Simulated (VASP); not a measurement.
# WC (Cm) in VASP: a series of runs, part 2 of 2

VASP 6.6.1. The steps go on from the part before.

## (4) Single point, PBEsol (atom 1 (W) moved by (+0.225, -0.225) A along y and z)

INCAR

```
SYSTEM = WC
  PREC = Accurate
  ENCUT = 520
  EDIFF = 1E-6
  ISMEAR = 0
  SIGMA = 0.15
  LREAL = .FALSE.
  LASPH = .TRUE.
  NELM = 60
  ALGO = Normal
  ISIF = 2
  LWAVE = .FALSE.
  LCHARG = .TRUE.
  GGA = PS
  LELF = .TRUE.
  LVHAR = .TRUE.
  NBANDS = 16
```

KPOINTS

```
regular mesh
0
G
  18 18 16
  0 0 0
```

POSCAR

```
WC
1.0
    2.9005014360      0.0000000000      0.0000000000
   -1.4502507180      2.5119079273      0.0000000000
    0.0000000000      0.0000000000      2.8290000000
W C
1 1
Direct
    0.0447866734      0.0895733468     -0.0795334040
    0.6666666667      0.3333333333      0.5000000000
```

Potentials or basis: VASP PAW PBE potentials, release 64 (W_sv, C).

On the command line:

```
$ cat potpaw_PBE.64/W_sv/POTCAR potpaw_PBE.64/C/POTCAR > POTCAR
$ mpirun -np 1 vasp_std > vasp.out
```

OUTCAR:

```text
SYSTEM = WC
   PREC = Accurate
   ENCUT = 520
   EDIFF = 1E-6
   ISMEAR = 0
   LREAL = .FALSE.
   LASPH = .TRUE.
   NELM = 60
   ISIF = 2
   GGA = PS

 ion  position               nearest neighbor table
   1  0.045  0.090  0.920-   2 1.97   2 1.97   2 2.24   2 2.27   2 2.27   2 2.51
   2  0.667  0.333  0.500-   1 1.97   1 1.97   1 2.24   1 2.27   1 2.27   1 2.51

  LATTYP: Found a hexagonal cell.
 ALAT       =     2.9005014360
 C/A-ratio  =     0.9753485949

  Lattice vectors:

 A1 = (   2.9005014360,   0.0000000000,   0.0000000000)
 A2 = (  -1.4502507180,   2.5119079273,   0.0000000000)
 A3 = (   0.0000000000,   0.0000000000,   2.8290000000)

Analysis of symmetry for initial positions (statically):
=====================================================================
 Subroutine PRICEL returns:
 Original cell was already a primitive cell.

 Routine SETGRP: Setting up the symmetry group for a
 hexagonal supercell.

 Subroutine GETGRP returns: Found  2 space group operations
 (whereof  2 operations were pure point group operations)
 out of a pool of 24 trial point group operations.

The static configuration has the point symmetry C_1h.

Analysis of symmetry for dynamics (positions and initial velocities):
=====================================================================
 Subroutine PRICEL returns:
 Original cell was already a primitive cell.

 Routine SETGRP: Setting up the symmetry group for a
 hexagonal supercell.

 Subroutine GETGRP returns: Found  2 space group operations
 (whereof  2 operations were pure point group operations)
 out of a pool of 24 trial point group operations.

The dynamic configuration has the point symmetry C_1h.

 Subroutine INISYM returns: Found  2 space group operations
 (whereof  2 operations are pure point group operations),
 and found     1 'primitive' translations

----------------------------------------------------------------------------------------

                                     Primitive cell

[... 105 lines left out ...]
   ISMEAR =     0;   SIGMA  =   0.15  broadening in eV -4-tet -1-fermi 0-gaus
   EFERMI_NEDOS =   21; number of points for ismear=-14 and -15
   IALGO  =     38    algorithm
   IMIX   =      4    mixing-type and parameters
     AMIX     =   0.40;   BMIX     =  1.00
     AMIX_MAG =   1.60;   BMIX_MAG =  1.00
  volume/ion in A,a.u.               =      10.31        69.55
  Fermi-wavevector in a.u.,A,eV,Ry     =   1.564813  2.957068 33.315762  2.448639
  Thomas-Fermi vector in A             =   2.667381
   LORBIT       =      0    0 simple, 1 ext, 2 COOP (PROOUT), +10 PAW based schemes
   GGA     = PS    functional components
   LHFCALC =     F    Hartree Fock is set to
   AEXX    =    0.0000 exact exchange contribution
   IVDW    =     0    specifies the selected vdW correction
   LEPSILON=     F    determine dielectric tensor
   LRPA    =     F    only Hartree local field effects (RPA)
 non-spin polarized calculation
 Gauss-broadening in eV      SIGMA  =   0.15
  energy-cutoff  :      520.00
  volume of cell :       20.61
 maximum number of plane-waves:       580
 NGX is ok and might be reduce to    24
   NGX = 11   NGY = 11   NGZ = 11

 number of electron      18.0000000 magnetization

 Free energy of the ion-electron system (eV)
  ---------------------------------------------------
  ext. energy  EPLUGINS =         0.00000000
  ---------------------------------------------------
  free energy    TOTEN  =       -23.11618042 eV

  energy without entropy =      -23.11251831  energy(sigma->0) =      -23.11434937

 E-fermi :  11.2777     XC(G=0): -13.9223

 val. band max:       11.2759471968   @ k =  -0.1111   0.5000   0.4375
 cond. band min:      11.2800512567   @ k =   0.0000  -0.1667   0.3750
 fundamental gap:      0.0041040599
 Fermi energy:        11.2777375433

 k-point     1 :       0.0000    0.0000    0.0000
  band No.  band energies     occupation
      1     -62.7590      2.00000
      2     -26.7993      2.00000
      3     -26.7244      2.00000
      4     -26.6624      2.00000
      5      -3.4455      2.00000
      6       6.0099      2.00000
[... 433 lines left out ...]
      3     -26.7778      2.00000
      4     -26.7007      2.00000
      5      -2.8322      2.00000
      6       5.8451      2.00000
[... 8 lines left out ...]
     15      24.9270      0.00000
     16      26.9789      0.00000

 [... further k-points ...]
[... 5 lines left out ...]
  --------------------------------------------------------------------------------------
  -------------------------------------------------------------------------------------
  Total        4.0456840      0.2351289      3.2538044      0.0000000     -1.8049696      0.0000000
  in kB      314.4798263     18.2770781    252.9253011      0.0000000   -140.3042187      0.0000000
  external PRESSURE =     195.2274018 kB  Pullay stress =       0.0000000 kB

 VOLUME and BASIS-vectors are now :
 -----------------------------------------------------------------------------
  energy-cutoff  :      520.00
  volume of cell :       20.61
      direct lattice vectors                 reciprocal lattice vectors
     2.900501436  0.000000000  0.000000000     0.344767973  0.199051882  0.000000000
    -1.450250718  2.511907927  0.000000000     0.000000000  0.398103764  0.000000000
     0.000000000  0.000000000  2.829000000     0.000000000  0.000000000  0.353481796

 POSITION                                       TOTAL-FORCE (eV/Angst)
 -----------------------------------------------------------------------------------
     -0.00000      0.22500      2.60400         0.000000     -3.269988      3.930796
      1.45025      0.83730      1.41450        -0.000000      3.269988     -3.930796
 -----------------------------------------------------------------------------------
    total drift:                               -0.000000     -0.000079     -0.000546

  FREE ENERGIE OF THE ION-ELECTRON SYSTEM (eV)
  ---------------------------------------------------
  free  energy   TOTEN  =       -23.1161804223 eV

  energy  without entropy=      -23.1125183085  energy(sigma->0) =      -23.11434937
```

OSZICAR:

```text
N       E                     dE             d eps       ncg     rms          rms(c)
DAV:   1     0.112090702571E+03    0.11209E+03   -0.94782E+03 44168   0.124E+03
DAV:   2    -0.227990048264E+02   -0.13489E+03   -0.13030E+03 52368   0.347E+02
DAV:   3    -0.260493932078E+02   -0.32504E+01   -0.32398E+01 49112   0.515E+01
DAV:   4    -0.260664569176E+02   -0.17064E-01   -0.17063E-01 55976   0.416E+00
DAV:   5    -0.260665948307E+02   -0.13791E-03   -0.13791E-03 48896   0.343E-01    0.360E+01
DAV:   6    -0.232271974859E+02    0.28394E+01   -0.55844E+00 52792   0.254E+01    0.104E+01
DAV:   7    -0.231500807598E+02    0.77117E-01   -0.42716E-01 45032   0.525E+00    0.709E+00
DAV:   8    -0.231171748088E+02    0.32906E-01   -0.58644E-02 50688   0.204E+00    0.653E-01
DAV:   9    -0.231163087059E+02    0.86610E-03   -0.27342E-03 47008   0.405E-01    0.124E-01
DAV:  10    -0.231161799784E+02    0.12873E-03   -0.30791E-04 55304   0.201E-01    0.235E-02
DAV:  11    -0.231161803065E+02   -0.32812E-06   -0.15772E-05 49304   0.388E-02    0.112E-02
DAV:  12    -0.231161804223E+02   -0.11581E-06   -0.12080E-06 35592   0.112E-02
   1 F= -.23116180E+02 E0= -.23114349E+02  d E =-.366211E-02
```

Wall time 2.1 min (1 thread of Intel Xeon 6975P-C (Granite Rapids), shared host); peak memory 0.52 GiB.

Results:

```
Free energy            : -23.1162 eV
Pressure               : 19.5 GPa
Largest force          : 5.113 eV/Å
Band gap on the k mesh : zero (bands 9 and 10 overlap by 1.35 eV)
```

Forces in eV/Å, atoms in the order of the input:
```
W    0.000 -3.270  3.931
C    0.000  3.270 -3.931
```

Levels at points of the mesh, in eV from the Fermi level:
| k point | band 7 | band 8 | band 9 | band 10 | band 11 | band 12 |
| --- | --- | --- | --- | --- | --- | --- |
| (0.00, 0.00, 0.00) | -4.02 | -3.57 | 0.67 | 2.02 | 3.33 | 4.73 |
| (0.50, 0.00, 0.00) | -4.61 | -3.92 | -0.32 | 2.69 | 3.86 | 4.75 |
| (0.00, 0.50, 0.00) | -4.45 | -2.39 | -1.65 | 2.64 | 4.41 | 4.66 |
| (0.00, 0.00, 0.50) | -3.95 | -2.14 | -0.67 | -0.09 | 2.65 | 4.16 |
| (0.50, 0.00, 0.50) | -4.33 | -3.71 | -0.39 | 4.00 | 5.14 | 5.33 |
| (0.00, 0.50, 0.50) | -5.33 | -4.97 | 0.99 | 4.12 | 5.08 | 6.21 |

Caveat: the cell differs from its parent crystal (atom 1 (W) moved by (+0.225, -0.225) A along y and z); the stress differs along the axes, from 2 to 31 GPa; the PAW data sets were made with another functional, which shifts forces and pressure a little; spin-orbit coupling is left out, which moves the levels of the heavy elements.

## (5) The runs side by side

| cell | gap on the mesh (eV) | pressure (GPa) | largest force (eV/Å) |
| --- | --- | --- | --- |
| as given, atomic positions A | none | 36.3 | 6.29 |
| as given, atomic positions B | none | 22.0 | 6.42 |
| as given, atomic positions C | none | 19.5 | 5.11 |

Alike in all rows: task single point; level PBEsol; potentials or basis VASP PAW PBE potentials, release 64 (W_sv, C); no spin polarisation; k mesh 18 × 18 × 16; cutoff (eV) 520; smearing gaussian 0.15 eV.

Caveats: the PAW data sets were made with another functional, which shifts forces and pressure a little; spin-orbit coupling is left out, which moves the levels of the heavy elements; the stress differs along the axes, from 4 to 55 GPa (at least some runs); the stress differs along the axes, from 0 to 35 GPa (at least some runs); the stress differs along the axes, from 2 to 31 GPa (at least some runs).

Total energies depend on the potentials used, so only differences within one code and one set of settings carry meaning.
